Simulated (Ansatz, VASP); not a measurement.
Hg in VASP and in Ansatz

File INCAR:

```
PREC = Accurate ; ENCUT = 520
EDIFF = 1E-7 ; ISMEAR = 0
SIGMA = 0.05 ; LREAL = False
LASPH = True ; NELM = 150
ALGO = Fast ; ISIF = 2
LWAVE = False ; LCHARG = True
LNONCOLLINEAR = True ; MAGMOM = 0 0 0
LORBIT = 11 ; LSORBIT = True
GGA_COMPAT = False ; LORBMOM = True
GGA = PE ; LVHAR = True
NBANDS = 23
```

The input KPOINTS:

```
Automatic mesh
0
Gamma
  16 16 16
```

File POSCAR:

```
Hg
1.0
   -1.8969977549      1.8969977549      1.8969977549
    1.8969977549     -1.8969977549      1.8969977549
    1.8969977549      1.8969977549     -1.8969977549
Hg
1
Direct
    0.0000000000      0.0000000000      0.0000000000
```

Input for Ansatz:

```yaml
crystal:
  lattice:
    - [-1.8969977549, 1.8969977549, 1.8969977549]
    - [1.8969977549, -1.8969977549, 1.8969977549]
    - [1.8969977549, 1.8969977549, -1.8969977549]
  atoms:
    - { symbol: Hg, position: [0.0, 0.0, 0.0] }
basis:
  ecutwfc: 420
  ecutrho_ratio: 4
kpoints:
  mp_grid: { grid: [16, 16, 16] }
hamiltonian:
  xc: pbe
scf:
  occupations: { method: gaussian, width: 0.05 }
output:
  forces: true
  stress: true
  eigenvalues: true
  populations: true
magnetization:
  noncollinear: true
  spin_orbit: true
```

Alike in both runs: task single point; functional PBE; k mesh 16 × 16 × 16; occupations gaussian, width 0.05 eV; non-collinear spin, spin-orbit coupling.

|  | VASP | Ansatz |
| --- | --- | --- |
| version | VASP 6.6.1 | Ansatz 0.2.0 |
| potentials or method | VASP PAW PBE potentials, release 64 (Hg), cutoff 520 eV | plane waves, PAW |
| valence electrons in the cell | 12 | 20 |

Ansatz gave:

* pressure (GPa): 0.0
* net moment per atom (μB): 0.00

**Question.** Which values does VASP return?

**Answer.** Pressure (GPa): 0.4; net moment per atom (μB): 0.00.

VASP's potentials hold 12 valence electrons a cell and Ansatz's 20, so a difference there can come from the potentials and not from the codes.
